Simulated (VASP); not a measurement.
A run of VASP 6.6.1 is set up as follows.

File POSCAR:

```
BaTiO3
1.0
    3.9771020000      0.0000000000      0.0000000000
    0.0000000000      3.9771020000      0.0000000000
    0.0000000000      0.0000000000      3.9951980000
Ba Ti O
1 1 3
Direct
    0.0000000000      0.0000000000      0.0000000000
    0.5000000000      0.5000000000      0.4820000000
    0.5000000000      0.5000000000      0.0160000000
    0.5000000000      0.0000000000      0.5150000000
    0.0000000000      0.5000000000      0.5150000000
```

INCAR.step1

```
PREC = Accurate
ENCUT = 910
ISMEAR = -1
SIGMA = 0.0319
LREAL = F
LASPH = T
NELM = 120
NBANDS = 28
GGA = PE
ALGO = Normal
EDIFF = 1E-5
LWAVE = T
LCHARG = F
GGA_COMPAT = F
```

File INCAR.step2:

```
PREC = Accurate
ENCUT = 910
EDIFF = 1E-6
ISMEAR = -1
SIGMA = 0.0319
LREAL = F
LASPH = T
NELM = 120
ALGO = Normal
ISIF = 2
LWAVE = F
LCHARG = F
METAGGA = R2SCAN
LMIXTAU = T
NBANDS = 28
ISTART = 1
GGA_COMPAT = F
```

The input KPOINTS:

```
Automatic mesh
0
Gamma
  7 7 7
```

Potentials or basis: VASP PAW PBE potentials, release 64 (Ba_sv, Ti_sv, O_h).

Launch:

```bash
$ cat potpaw_PBE.64/Ba_sv/POTCAR potpaw_PBE.64/Ti_sv/POTCAR potpaw_PBE.64/O_h/POTCAR > POTCAR
$ cp INCAR.step1 INCAR
$ mpirun -np 1 vasp_std > vasp.out
$ cp INCAR.step2 INCAR
$ mpirun -np 1 vasp_std > vasp.out
```

(1) Estimate the largest force.

(2) What does it give for the band gap on the k mesh?

## Answers

(1) 0.230 eV/Å.

(2) 2.32 eV (least direct gap 2.54 eV).

Caveat: the PAW data sets were made with another functional, which shifts forces and pressure a little; spin-orbit coupling is left out, which moves the levels of the heavy elements; an odd mesh through Γ misses points on the zone boundary, where band edges can lie.
